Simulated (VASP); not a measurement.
Wanted: the native input for a VASP 6.6.1 run.

```yaml
Task: single point
Functional: PBE
Potentials_or_basis: VASP PAW PBE potentials, release 64 (Al, N, Ga_d)
Cutoff: 520 eV
k_mesh: 12 × 12 × 2
Occupations: gaussian, width 0.02 eV
Spin: no spin polarisation
Dipole_correction: no
Further_INCAR_settings: ALGO = Normal; EDIFF = 1e-06; NBANDS = 56
```

The structure of AlGa2N3 lies in POSCAR:

```
AlGa2N3
1.0
    3.1885693978      0.0000000000      0.0000000000
   -1.5942846989      2.7613821002      0.0000000000
    0.0000000000      0.0000000000     15.5171773774
Al N Ga
2 6 4
Direct
    0.3333333333      0.6666666667      0.3303785908
    0.6666666667      0.3333333333      0.1698550108
    0.3333333333      0.6666666667      0.1327982307
    0.6666666667      0.3333333333      0.2927798677
    0.3333333333      0.6666666667      0.4533065924
    0.6666666667      0.3333333333      0.6235185696
    0.3333333333      0.6666666667      0.7930869850
    0.6666666667      0.3333333333      0.9626538673
    0.3333333333      0.6666666667      0.6655499704
    0.6666666667      0.3333333333      0.4960425169
    0.3333333333      0.6666666667      1.0049055368
    0.6666666667      0.3333333333      0.8351242615
```

These files were run (other wordings do the same):

INCAR

```
SYSTEM = AlGa2N3
ALGO = Normal
EDIFF = 1E-6
ENCUT = 520
GGA = PE
ISIF = 2
ISMEAR = 0
LASPH = .TRUE.
LCHARG = .FALSE.
LREAL = .FALSE.
LWAVE = .FALSE.
NBANDS = 56
NELM = 100
PREC = Accurate
SIGMA = 0.02
```

KPOINTS

```
k-points
0
G
  12 12 2
  0 0 0
```

Potentials or basis: VASP PAW PBE potentials, release 64 (Al, N, Ga_d).

The run is started by

```console
$ cat potpaw_PBE.64/Al/POTCAR potpaw_PBE.64/N/POTCAR potpaw_PBE.64/Ga_d/POTCAR > POTCAR
$ mpirun -np 1 vasp_std > vasp.out
```

It gave:

The pressure is 0.0 GPa. The largest force is 0.018 eV/Å and the band gap on the k mesh is 2.19 eV.

Run time: 3.7 min on 1 thread of Intel(R) Xeon(R) Platinum 8488C (Sapphire Rapids) (shared host), peak memory 0.37 GiB.
